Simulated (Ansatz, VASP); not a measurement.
**Two plane-wave programs on MoW3**

```
Mo W
1.0
     0.00000    3.42672    3.42672
     3.42672    0.00000    3.42672
     3.42672    3.42672    0.00000
Mo W
1 3
Direct
  0.00000 0.00000 0.00000
  0.75000 0.75000 0.75000
  0.50000 0.50000 0.50000
  0.25000 0.25000 0.25000
```

Change from the starting cell: species swapped into the Rb3Bi type (Fm-3m, No. 225).

Alike in both runs: task single point; functional PBE; k mesh 4 × 4 × 4; occupations gaussian, width 0.1 eV; no spin polarisation.

```csv
,VASP,Ansatz
version,VASP 6.6.1,Ansatz 0.2.0
potentials or method,"VASP PAW PBE potentials, release 64 (Mo_sv, W_sv), cutoff 520 eV","scalar-relativistic, plane waves, PAW"
valence electrons in the cell,56,56
```

Ansatz gave:

- gap on the k mesh at the Fermi level (eV): 0.16
- least direct gap on the mesh (eV): 0.56

Problem. Which values does VASP return?

Solution. gap on the k mesh at the Fermi level (eV): 0.16; least direct gap on the mesh (eV): 0.55.

Neither program's run includes spin-orbit coupling.
